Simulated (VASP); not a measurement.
A run of VASP 6.6.1 is set up as follows.

INCAR

```
  PREC = Accurate
  ENCUT = 520
  EDIFF = 1E-6
  ISMEAR = 0
  SIGMA = 0.1
  LREAL = False
  LASPH = True
  NELM = 150
  ALGO = Normal
  ISIF = 2
  LWAVE = False
  LCHARG = False
  ISPIN = 2
  MAGMOM = 0 0 0 0 0 0 2 2 2 2
  LORBIT = 11
  LMAXMIX = 4
  GGA = PE
  NBANDS = 68
```

File KPOINTS:

```
Automatic mesh
0
Gamma
  6 6 1
```

The input POSCAR:

```
Cu3Ni2
1.0
    2.5530510700      0.0000000000      0.0000000000
   -1.2765255400      2.2110070800      0.0000000000
    0.0000000000      0.0000000000     20.6998278600
Cu Ni
6 4
Direct
    0.6666666700      0.3333333300      0.9000000000
    0.6666666700      0.3333333300      0.1000000000
    0.6666666700      0.3333333300      0.5000000000
    0.3333333300      0.6666666700      0.8000000000
    0.3333333300      0.6666666700      0.0000000000
    0.3333333300      0.6666666700      0.2000000000
    0.6666666700      0.3333333300      0.3000000000
    0.6666666700      0.3333333300      0.7000000000
    0.3333333300      0.6666666700      0.4000000000
    0.3333333300      0.6666666700      0.6000000000
```

Potentials or basis: VASP PAW PBE potentials, release 64 (Cu, Ni).

Run with:

```bash
$ cat potpaw_PBE.64/Cu/POTCAR potpaw_PBE.64/Ni/POTCAR > POTCAR
$ mpirun -np 1 vasp_std > vasp.out
```

Question: Predict the net moment.

Answer: 1.07 μB per cell.

Question: Predict the site moments.

Answer: Cu -0.01, -0.02, -0.00 (each value once); Ni +0.26, +0.34 (each value once) μB.

Question: Predict the largest force.

Answer: 0.311 eV/Å.

Question: Predict the pressure.

Answer: -2.3 GPa.

Stress tensor (GPa, compression positive):
```
-2.50  0.00  0.00
 0.00 -2.50  0.00
 0.00  0.00 -1.81
```

Caveat: the k points lie up to 0.47 Å⁻¹ apart.
